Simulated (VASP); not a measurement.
# Sn2C3 (P-3m1) in VASP: further runs

Sn2C3 is run at these levels: PBE; tasks: single point.

All numbers are computed with VASP 6.6.1; they aren't measurements. Logs are shortened: lines on timing, memory, paths and dates and some standing lists are left out, and cuts for length are marked.

### Step 1. The cell of the first run

Symmetry: P-3m1, No. 164, trigonal system. The conventional cell has a = 4.240 Å, b = 4.240 Å, c = 14.403 Å, α = 90.00°, β = 90.00°, γ = 120.00°. Sn (site symmetry 3m) has 9 Sn at 3.09 to 4.24 Å within 4.3 Å. Sn (site symmetry 3m) has 12 Sn at 3.09 to 4.24 Å within 4.3 Å. C (site symmetry 2) has 3 C at 1.41 Å within 1.9 Å.

### Step 2. Single point, PBE

File INCAR:

```
SYSTEM = Sn2C3
PREC = Accurate
ENCUT = 520
EDIFF = 1E-6
ISMEAR = 0
SIGMA = 0.1
LREAL = .False.
LASPH = .True.
NELM = 100
ALGO = Normal
ISIF = 2
LWAVE = .False.
LCHARG = .False.
GGA = PE
NBANDS = 51
```

File KPOINTS:

```
Automatic mesh
0
Gamma
  12 12 4
  0 0 0
```

File POSCAR:

```
Sn2C3
1.0
    4.2400633607      0.0000000000      0.0000000000
   -2.1200316804      3.6720025841      0.0000000000
    0.0000000000      0.0000000000     14.4031025463
Sn C
4 6
Direct
    0.0000000000      0.0000000000      0.6986656674
    0.6666666667      0.3333333333      0.5681900808
    0.0000000000      0.0000000000      0.3013343326
    0.3333333333      0.6666666667      0.4318099192
    0.6666720231      0.0000000000      0.0000000000
    0.6666720231      0.6666720231      0.0000000000
    0.0000000000      0.6666720231      0.0000000000
    0.3333279769      0.3333279769      0.0000000000
    0.0000000000      0.3333279769      0.0000000000
    0.3333279769      0.0000000000      0.0000000000
```

Potentials or basis: VASP PAW PBE potentials, release 64 (Sn_d, C).

On the command line:

```
$ cat potpaw_PBE.64/Sn_d/POTCAR potpaw_PBE.64/C/POTCAR > POTCAR
$ mpirun -np 1 vasp_std > vasp.out
```

OUTCAR:

```text
SYSTEM = Sn2C3
   PREC = Accurate
   ENCUT = 520
   EDIFF = 1E-6
   ISMEAR = 0
   LREAL = .False.
   LASPH = .True.
   NELM = 100
   ISIF = 2
   GGA = PE

 ion  position               nearest neighbor table
   1  0.000  0.000  0.699-   2 3.09   2 3.09   2 3.09
   2  0.667  0.333  0.568-   1 3.09   1 3.09   1 3.09   4 3.14   4 3.14   4 3.14
   3  0.000  0.000  0.301-   4 3.09   4 3.09   4 3.09
   4  0.333  0.667  0.432-   3 3.09   3 3.09   3 3.09   2 3.14   2 3.14   2 3.14
   5  0.667  0.000  0.000-   9 1.41   6 1.41  10 1.41
   6  0.667  0.667  0.000-   7 1.41   5 1.41   8 1.41
   7  0.000  0.667  0.000-   6 1.41  10 1.41   9 1.41
   8  0.333  0.333  0.000-   9 1.41  10 1.41   6 1.41
   9  0.000  0.333  0.000-   8 1.41   5 1.41   7 1.41
  10  0.333  0.000  0.000-   7 1.41   8 1.41   5 1.41

  LATTYP: Found a hexagonal cell.
 ALAT       =     4.2400633607
 C/A-ratio  =     3.3969073858

  Lattice vectors:

 A1 = (   4.2400633607,   0.0000000000,   0.0000000000)
 A2 = (  -2.1200316804,   3.6720025841,   0.0000000000)
 A3 = (   0.0000000000,   0.0000000000,  14.4031025463)

Analysis of symmetry for initial positions (statically):
=====================================================================
 Subroutine PRICEL returns:
 Original cell was already a primitive cell.

 Routine SETGRP: Setting up the symmetry group for a
 hexagonal supercell.

 Subroutine GETGRP returns: Found 12 space group operations
 (whereof 12 operations were pure point group operations)
 out of a pool of 24 trial point group operations.

The static configuration has the point symmetry D_3d.

Analysis of symmetry for dynamics (positions and initial velocities):
=====================================================================
 Subroutine PRICEL returns:
 Original cell was already a primitive cell.

 Routine SETGRP: Setting up the symmetry group for a
 hexagonal supercell.

 Subroutine GETGRP returns: Found 12 space group operations
 (whereof 12 operations were pure point group operations)
 out of a pool of 24 trial point group operations.

The dynamic configuration has the point symmetry D_3d.

 Subroutine INISYM returns: Found 12 space group operations
 (whereof 12 operations are pure point group operations),
 and found     1 'primitive' translations

----------------------------------------------------------------------------------------

                                     Primitive cell

  volume of cell :     224.2494

  direct lattice vectors                    reciprocal lattice vectors
     4.240063361  0.000000000  0.000000000     0.235845532  0.136165482  0.000000000
    -2.120031680  3.672002584  0.000000000     0.000000000  0.272330963  0.000000000
     0.000000000  0.000000000 14.403102546     0.000000000  0.000000000  0.069429486

  length of vectors
     4.240063361  4.240063361 14.403102546     0.272330963  0.272330963  0.069429486

  position of ions in fractional coordinates (direct lattice)
     0.000000000  0.000000000  0.698665667
     0.666666667  0.333333333  0.568190081
     0.000000000  0.000000000  0.301334333
     0.333333333  0.666666667  0.431809919
     0.666672023  0.000000000  0.000000000
     0.666672023  0.666672023  0.000000000
     1.000000000  0.666672023  0.000000000
     0.333327977  0.333327977  0.000000000
     1.000000000  0.333327977  0.000000000
     0.333327977  0.000000000  0.000000000

  ion indices of the primitive-cell ions
   primitive index   ion index
                 1           1
                 2           2
                 3           3
                 4           4
                 5           5
                 6           6
                 7           7
                 8           8
                 9           9
                10          10

----------------------------------------------------------------------------------------

 KPOINTS: Automatic mesh

Automatic generation of k-mesh.
 Grid dimensions read from file:
 generate k-points for:   12   12    4

 Generating k-lattice:

  Cartesian coordinates                     Fractional coordinates (reciprocal lattice)
     0.019653794  0.011347123  0.000000000     0.083333333 -0.000000000  0.000000000
     0.000000000  0.022694247  0.000000000     0.000000000  0.083333333  0.000000000
     0.000000000  0.000000000  0.017357371     0.000000000  0.000000000  0.250000000

  Length of vectors
     0.022694247  0.022694247  0.017357371

  Shift w.r.t. Gamma in fractional coordinates (k-lattice)
     0.000000000  0.000000000  0.000000000

 Subroutine IBZKPT returns following result:
 ===========================================

 Found     69 irreducible k-points:

 Following reciprocal coordinates:
            Coordinates               Weight
  0.000000  0.000000  0.000000      1.000000
  0.083333 -0.000000  0.000000      6.000000
  0.166667 -0.000000  0.000000      6.000000
  0.250000  0.000000  0.000000      6.000000
  0.333333  0.000000  0.000000      6.000000
  0.416667  0.000000  0.000000      6.000000
[... 16 lines left out ...]
  0.166667 -0.000000  0.250000      6.000000
  0.000000  0.166667  0.250000      6.000000
 [... further k-points ...]
   k-points           NKPTS =     69   k-points in BZ     NKDIM =     69   number of bands    NBANDS=     51
   number of dos      NEDOS =    301   number of ions     NIONS =     10
   total plane-waves  NPLWV = 110592
   dimension x,y,z NGX =    32 NGY =   32 NGZ =  108
   dimension x,y,z NGXF=    64 NGYF=   64 NGZF=  216
   ions per type =               4   6
   NGX,Y,Z   is equivalent  to a cutoff of  12.55, 12.55, 12.47 a.u.
   NGXF,Y,Z  is equivalent  to a cutoff of  25.09, 25.09, 24.93 a.u.
 SYSTEM =  Sn2C3
   PREC   = accura    normal or accurate (medium, high low for compatibility)
   ISTART =      0    job   : 0-new  1-cont  2-samecut
   ICHARG =      2    charge: 1-file 2-atom 10-const
   ISPIN  =      1    spin polarized calculation?
   LNONCOLLINEAR =      F non collinear calculations
   LSORBIT =      F    spin-orbit coupling
   LASPH  =      T    aspherical Exc in radial PAW
   ENCUT  =  520.0 eV  38.22 Ry    6.18 a.u.   7.88  7.88 26.78*2*pi/ulx,y,z
   NELM   =    100;   NELMIN=  2; NELMDL= -5     # of ELM steps
   EDIFF  = 0.1E-05   stopping-criterion for ELM
   LREAL  =      F    real-space projection
   EDIFFG = 0.1E-04   stopping-criterion for IOM
   NSW    =      0    number of steps for IOM
   IBRION =     -1    ionic relax: 0-MD 1-quasi-New 2-CG
   NFREE  =      0    steps in history (QN), initial steepest desc. (CG)
   ISIF   =      2    stress and relaxation
   ISYM   =      2    0-nonsym 1-usesym 2-fastsym
   POTIM  = 0.5000    time-step for ionic-motion
   TEBEG  =    0.0;   TEEND  =   0.0 temperature during run
   PSTRESS=    0.0 pullay stress
   NELECT =      80.0000    total number of electrons
   NUPDOWN=      -1.0000    fix difference up-down
   EMIN   =  10.00;   EMAX   =-10.00  energy-range for DOS
   EFERMI =   0.00;   METHOD = LEGACY
   ISMEAR =     0;   SIGMA  =   0.10  broadening in eV -4-tet -1-fermi 0-gaus
   EFERMI_NEDOS =   21; number of points for ismear=-14 and -15
   IALGO  =     38    algorithm
   IMIX   =      4    mixing-type and parameters
     AMIX     =   0.40;   BMIX     =  1.00
     AMIX_MAG =   1.60;   BMIX_MAG =  1.00
  volume/ion in A,a.u.               =      22.42       151.33
  Fermi-wavevector in a.u.,A,eV,Ry     =   1.161077  2.194117 18.342012  1.348100
  Thomas-Fermi vector in A             =   2.297653
   LORBIT       =      0    0 simple, 1 ext, 2 COOP (PROOUT), +10 PAW based schemes
   GGA     = PE    functional components
   LHFCALC =     F    Hartree Fock is set to
   AEXX    =    0.0000 exact exchange contribution
   IVDW    =     0    specifies the selected vdW correction
   LEPSILON=     F    determine dielectric tensor
   LRPA    =     F    only Hartree local field effects (RPA)
 non-spin polarized calculation
 Gauss-broadening in eV      SIGMA  =   0.10
  energy-cutoff  :      520.00
  volume of cell :      224.25
 maximum number of plane-waves:      6096
   NGX = 15   NGY = 15   NGZ = 53

 number of electron      80.0000007 magnetization

 Free energy of the ion-electron system (eV)
  ---------------------------------------------------
  ext. energy  EPLUGINS =         0.00000000
  ---------------------------------------------------
  free energy    TOTEN  =       -69.25142088 eV

  energy without entropy =      -69.23056911  energy(sigma->0) =      -69.24099499

 E-fermi :   3.6884     XC(G=0):  -8.4709

 val. band max:        3.6794161366   @ k =   0.3333   0.3333   0.5000
 cond. band min:       3.7015084910   @ k =   0.2500   0.0000   0.0000
 fundamental gap:      0.0220923544
 Fermi energy:         3.6883736925

 k-point     1 :       0.0000    0.0000    0.0000
  band No.  band energies     occupation
      1     -17.7094      2.00000
      2     -17.7094      2.00000
      3     -17.6543      2.00000
      4     -17.6543      2.00000
      5     -17.6094      2.00000
      6     -17.6094      2.00000
[... 43 lines left out ...]
     50       8.1662      0.00000
     51       8.4794      0.00000

 k-point     2 :       0.0833   -0.0000    0.0000
  band No.  band energies     occupation
      1     -17.7086      2.00000
      2     -17.7047      2.00000
      3     -17.6534      2.00000
      4     -17.6529      2.00000
      5     -17.6111      2.00000
      6     -17.6092      2.00000
[... 43 lines left out ...]
     50       8.5467      0.00000
     51       8.7487      0.00000

 k-point     3 :       0.1667   -0.0000    0.0000
  band No.  band energies     occupation
      1     -17.7062      2.00000
      2     -17.6912      2.00000
      3     -17.6510      2.00000
      4     -17.6487      2.00000
      5     -17.6143      2.00000
      6     -17.6062      2.00000
[... 43 lines left out ...]
     50       8.6861      0.00000
     51       9.3140      0.00000
[... 1027 lines left out ...]
 k-point    23 :       0.1667   -0.0000    0.2500
  band No.  band energies     occupation
      1     -17.7062      2.00000
      2     -17.6912      2.00000
      3     -17.6510      2.00000
      4     -17.6487      2.00000
      5     -17.6143      2.00000
      6     -17.6062      2.00000
[... 43 lines left out ...]
     50       8.6556      0.00000
     51       9.3732      0.00000

 k-point    24 :       0.0000    0.1667    0.2500
  band No.  band energies     occupation
      1     -17.7062      2.00000
      2     -17.6912      2.00000
      3     -17.6510      2.00000
      4     -17.6487      2.00000
      5     -17.6143      2.00000
      6     -17.6062      2.00000
[... 43 lines left out ...]
     50       8.8496      0.00000
     51       8.9481      0.00000

 [... further k-points ...]
[... 5 lines left out ...]
  --------------------------------------------------------------------------------------
  -------------------------------------------------------------------------------------
  Total        0.1418870      0.1418870     -0.0149145     -0.0000000      0.0000000      0.0000000
  in kB        1.0137287      1.0137287     -0.1065583     -0.0000000      0.0000000      0.0000000
  external PRESSURE =       0.6402997 kB  Pullay stress =       0.0000000 kB

 VOLUME and BASIS-vectors are now :
 -----------------------------------------------------------------------------
  energy-cutoff  :      520.00
  volume of cell :      224.25
      direct lattice vectors                 reciprocal lattice vectors
     4.240063361  0.000000000  0.000000000     0.235845532  0.136165482  0.000000000
    -2.120031680  3.672002584  0.000000000     0.000000000  0.272330963  0.000000000
     0.000000000  0.000000000 14.403102546     0.000000000  0.000000000  0.069429486

 POSITION                                       TOTAL-FORCE (eV/Angst)
 -----------------------------------------------------------------------------------
      0.00000      0.00000     10.06295        -0.000000      0.000000      0.000786
      2.12003      1.22400      8.18370        -0.000000      0.000000      0.001159
      0.00000      0.00000      4.34015        -0.000000      0.000000     -0.000786
     -0.00000      2.44800      6.21940        -0.000000      0.000000     -0.001159
      2.82673      0.00000      0.00000         0.001626      0.000000      0.000000
      1.41337      2.44802      0.00000         0.000813      0.001408      0.000000
     -1.41337      2.44802      0.00000        -0.000813      0.001408      0.000000
      0.70667      1.22398      0.00000        -0.000813     -0.001408      0.000000
     -0.70667      1.22398      0.00000         0.000813     -0.001408      0.000000
      1.41333      0.00000      0.00000        -0.001626      0.000000      0.000000
 -----------------------------------------------------------------------------------
    total drift:                                0.000000     -0.000000      0.000000

  FREE ENERGIE OF THE ION-ELECTRON SYSTEM (eV)
  ---------------------------------------------------
  free  energy   TOTEN  =       -69.2514208767 eV

  energy  without entropy=      -69.2305691084  energy(sigma->0) =      -69.24099499
```

Run time: 11 min. Hardware: 1 thread of Intel Xeon Platinum 8488C (Sapphire Rapids), shared host; peak memory 0.71 GiB.

Results:

* Free energy: -69.2514 eV
* Pressure: 0.1 GPa
* Band gap on the k mesh: zero (bands 40 and 41 overlap by 1.63 eV)

Stress tensor (GPa, compression positive):
```
 0.10  0.00  0.00
 0.00  0.10  0.00
 0.00  0.00 -0.01
```

Caveat: spin-orbit coupling is left out, which moves the levels of the heavy elements.

### Step 3. Single point, PBE

This run uses another cell than the first one, of 21.27 Å³/atom.

File INCAR:

```
PREC = Accurate ; ENCUT = 600
EDIFF = 1E-6 ; ISMEAR = 0
SIGMA = 0.1 ; LREAL = False
LASPH = True ; NELM = 120
ALGO = Normal ; ISIF = 2
LWAVE = False ; LCHARG = True
GGA = PE ; LELF = True
LVHAR = True ; NBANDS = 51
GGA_COMPAT = False
```

File KPOINTS:

```
regular mesh
0
Gamma
  6 6 2
```

File POSCAR:

```
Sn2C3
1.0
    4.2473832322      0.0000000000      0.0000000000
   -2.1236916161      3.6783417787      0.0000000000
    0.0000000000      0.0000000000     13.6127178251
Sn C
4 6
Direct
    0.0000000000      0.0000000000      0.7070204432
    0.6666666667      0.3333333333      0.5709714990
    0.0000000000      0.0000000000      0.2929795568
    0.3333333333      0.6666666667      0.4290285010
    0.6671394986      0.0000000000      0.0000000000
    0.6671394986      0.6671394986      0.0000000000
    0.0000000000      0.6671394986      0.0000000000
    0.3328605014      0.3328605014      0.0000000000
    0.0000000000      0.3328605014      0.0000000000
    0.3328605014      0.0000000000      0.0000000000
```

Potentials or basis: VASP PAW PBE potentials, release 64 (Sn_d, C).

On the command line:

```
$ cat potpaw_PBE.64/Sn_d/POTCAR potpaw_PBE.64/C/POTCAR > POTCAR
$ mpirun -np 1 vasp_std > vasp.out
```

OUTCAR:

```text
PREC = Accurate
   ENCUT = 600
   EDIFF = 1E-6
   ISMEAR = 0
   LREAL = False
   LASPH = True
   NELM = 120
   ISIF = 2
   GGA = PE

 ion  position               nearest neighbor table
   1  0.000  0.000  0.707-   2 3.07   2 3.07   2 3.07
   2  0.667  0.333  0.571-   1 3.07   1 3.07   1 3.07   4 3.12   4 3.12   4 3.12
   3  0.000  0.000  0.293-   4 3.07   4 3.07   4 3.07
   4  0.333  0.667  0.429-   3 3.07   3 3.07   3 3.07   2 3.12   2 3.12   2 3.12
   5  0.667  0.000  0.000-   6 1.41   9 1.41  10 1.42
[... 966 lines left out ...]
  in kB       -2.8553747     -2.8553747      2.9736159     -0.0000000      0.0000000      0.0000000
  external PRESSURE =      -0.9123778 kB  Pullay stress =       0.0000000 kB

 VOLUME and BASIS-vectors are now :
 -----------------------------------------------------------------------------
  energy-cutoff  :      600.00
  volume of cell :      212.68
      direct lattice vectors                 reciprocal lattice vectors
     4.247383232  0.000000000  0.000000000     0.235439080  0.135930816  0.000000000
    -2.123691616  3.678341779  0.000000000     0.000000000  0.271861632  0.000000000
     0.000000000  0.000000000 13.612717825     0.000000000  0.000000000  0.073460716

 POSITION                                       TOTAL-FORCE (eV/Angst)
 -----------------------------------------------------------------------------------
      0.00000      0.00000      9.62447         0.000000     -0.000000     -0.073676
      2.12369      1.22611      7.77247         0.000000     -0.000000      0.295951
      0.00000      0.00000      3.98825         0.000000     -0.000000      0.073676
     -0.00000      2.45223      5.84024         0.000000     -0.000000     -0.295951
      2.83360      0.00000      0.00000        -0.073606     -0.000000      0.000000
      1.41680      2.45397      0.00000        -0.036803     -0.063745      0.000000
     -1.41680      2.45397      0.00000         0.036803     -0.063745     -0.000000
      0.70689      1.22437      0.00000         0.036803      0.063745     -0.000000
     -0.70689      1.22437      0.00000        -0.036803      0.063745      0.000000
      1.41379      0.00000      0.00000         0.073606     -0.000000     -0.000000
 -----------------------------------------------------------------------------------
    total drift:                               -0.000000      0.000000      0.000000

  FREE ENERGIE OF THE ION-ELECTRON SYSTEM (eV)
  ---------------------------------------------------
  free  energy   TOTEN  =       -69.3236653041 eV

  energy  without entropy=      -69.3112622098  energy(sigma->0) =      -69.31746376
```

OSZICAR:

```text
N       E                     dE             d eps       ncg     rms          rms(c)
DAV:   1     0.972370096041E+03    0.97237E+03   -0.39953E+04  1522   0.223E+03
DAV:   2     0.109607006445E+03   -0.86276E+03   -0.82510E+03  1476   0.638E+02
DAV:   3    -0.615971392168E+02   -0.17120E+03   -0.16541E+03  1692   0.226E+02
DAV:   4    -0.745771529724E+02   -0.12980E+02   -0.12743E+02  1717   0.643E+01
DAV:   5    -0.751220898565E+02   -0.54494E+00   -0.54079E+00  1888   0.130E+01    0.127E+01
DAV:   6    -0.702968933143E+02    0.48252E+01   -0.25239E+01  1684   0.101E+01    0.711E+00
DAV:   7    -0.695878236171E+02    0.70907E+00   -0.22040E+00  1848   0.107E+01    0.453E+00
DAV:   8    -0.693353902572E+02    0.25243E+00   -0.39921E-01  1735   0.416E+00    0.145E+00
DAV:   9    -0.693283581339E+02    0.70321E-02   -0.98216E-02  1861   0.254E+00    0.421E-01
DAV:  10    -0.693242548542E+02    0.41033E-02   -0.45612E-02  1721   0.272E+00    0.208E-01
DAV:  11    -0.693233536083E+02    0.90125E-03   -0.80946E-03  1567   0.601E-01    0.649E-02
DAV:  12    -0.693235785561E+02   -0.22495E-03   -0.73591E-04  2279   0.277E-01    0.474E-02
DAV:  13    -0.693236667419E+02   -0.88186E-04   -0.33246E-04  1586   0.109E-01    0.168E-02
DAV:  14    -0.693236606546E+02    0.60873E-05   -0.23500E-05  1663   0.251E-02    0.493E-03
DAV:  15    -0.693236644824E+02   -0.38278E-05   -0.57807E-06  1273   0.192E-02    0.171E-03
DAV:  16    -0.693236653041E+02   -0.82177E-06   -0.16887E-06  1207   0.125E-02
   1 F= -.69323665E+02 E0= -.69317464E+02  d E =-.124031E-01
```

It took 6.3 min on 1 thread of Intel Xeon 8259CL, shared host; peak memory 0.46 GiB.

Results:

- Free energy: -69.3237 eV
- Pressure: -0.1 GPa
- Largest force: 0.296 eV/Å
- Band gap on the k mesh: zero (bands 40 and 41 overlap by 1.50 eV)

Forces in eV/Å, atoms in the order of the input:
```
Sn   0.000  0.000 -0.074
Sn   0.000  0.000  0.296
Sn   0.000  0.000  0.074
Sn   0.000  0.000 -0.296
C   -0.074  0.000  0.000
C   -0.037 -0.064  0.000
C    0.037 -0.064  0.000
C    0.037  0.064  0.000
C   -0.037  0.064  0.000
C    0.074  0.000  0.000
```

Levels at points of the mesh, in eV from the Fermi level:
| k point | band 37 | band 38 | band 39 | band 40 | band 41 | band 42 | band 43 | band 44 |
| --- | --- | --- | --- | --- | --- | --- | --- | --- |
| (0.00, 0.00, 0.00) | -0.04 | 0.03 | 0.03 | 0.95 | 0.95 | 1.62 | 1.62 | 1.92 |
| (0.50, 0.00, 0.00) | -2.40 | -1.67 | -1.02 | -0.59 | 0.39 | 0.52 | 1.67 | 2.07 |
| (0.00, 0.00, 0.50) | -0.04 | 0.03 | 0.03 | 0.95 | 0.95 | 1.63 | 1.63 | 1.66 |
| (0.50, 0.00, 0.50) | -2.40 | -1.65 | -1.01 | -0.65 | 0.42 | 0.51 | 1.64 | 2.09 |

Caveat: spin-orbit coupling is left out, which moves the levels of the heavy elements.
